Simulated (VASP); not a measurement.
Set up this calculation in VASP 6.6.1, as the native input.

```
Task                   : single point
Functional             : PBEsol
Potentials or basis    : VASP PAW PBE potentials, release 64 (Rh_pv, Pt)
Cutoff                 : 500 eV
k mesh                 : 6 × 6 × 6
Occupations            : fermi-dirac, width 0.05 eV
Spin                   : no spin polarisation
Dipole correction      : no
Further INCAR settings : ALGO = Normal; EDIFF = 1e-06; NBANDS = 30
```

The structure of Pt3Rh lies in POSCAR:

```
Pt3Rh
1.0
    3.8845750962      0.0000000000      0.0000000000
    0.0000000000      3.8845750962      0.0000000000
    0.0000000000      0.0000000000      3.8845750962
Rh Pt
1 3
Direct
    0.0000000000      0.0000000000      0.0000000000
    0.0000000000      0.5000000000      0.5000000000
    0.5000000000      0.0000000000      0.5000000000
    0.5000000000      0.5000000000      0.0000000000
```

These files were run (other wordings do the same):

INCAR

```
ALGO = Normal
EDIFF = 1E-6
ENCUT = 500
GGA = PS
GGA_COMPAT = False
ISIF = 2
ISMEAR = -1
LASPH = True
LCHARG = False
LREAL = False
LWAVE = False
NBANDS = 30
NELM = 120
PREC = Accurate
SIGMA = 0.05
```

KPOINTS

```
k-points
0
Gamma
  6 6 6
```

Potentials or basis: VASP PAW PBE potentials, release 64 (Rh_pv, Pt).

Launch:

```sh
$ cat potpaw_PBE.64/Rh_pv/POTCAR potpaw_PBE.64/Pt/POTCAR > POTCAR
$ mpirun -np 1 vasp_std > vasp.out
```

Results of the run:

| Item | Value |
| --- | --- |
| Pressure | -0.3 GPa |

Caveat: the PAW data sets were made with another functional, which shifts forces and pressure a little.

Run time: 57 s on 1 thread of Intel Xeon 8259CL (shared host), peak memory 0.17 GiB.
